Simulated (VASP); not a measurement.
Runs of VASP 6.6.1 on Be. The structure is that of space group P6_3/mmc (No. 194), or close to it. The cells are those of the table. 

```tsv
task	cell	k mesh for the DOS	occupations for the DOS	gap on the mesh (eV)	pressure (GPa)
single point	a = 2.094, b = 2.094, c = 3.329 Å, angles 90.0, 90.0, 120.0°, 2 atoms	-	-	none	40.0
single point	a = 2.000, b = 2.000, c = 3.193 Å, angles 90.0, 90.0, 120.0°, 2 atoms	-	-	none	79.6
single point	a = 1.898, b = 1.898, c = 3.041 Å, angles 90.0, 90.0, 120.0°, 2 atoms	-	-	none	146.7
single point	a = 2.181, b = 2.181, c = 3.453 Å, angles 90.0, 90.0, 120.0°, 2 atoms	-	-	none	(b)
single point	a = 1.783, b = 1.783, c = 2.870 Å, angles 90.0, 90.0, 120.0°, 2 atoms	-	-	none	(a)
```

Alike in all rows: level PBE; potentials or basis VASP PAW PBE potentials, release 64 (Be); no spin polarisation; k mesh 19 × 19 × 11; cutoff (eV) 520; smearing fermi-dirac 0.08 eV.

Problem. Estimate the missing entries.

Solution. (a) 268.9; (b) 15.7.

A gap of «none» marks levels without a gap at the run's occupations.
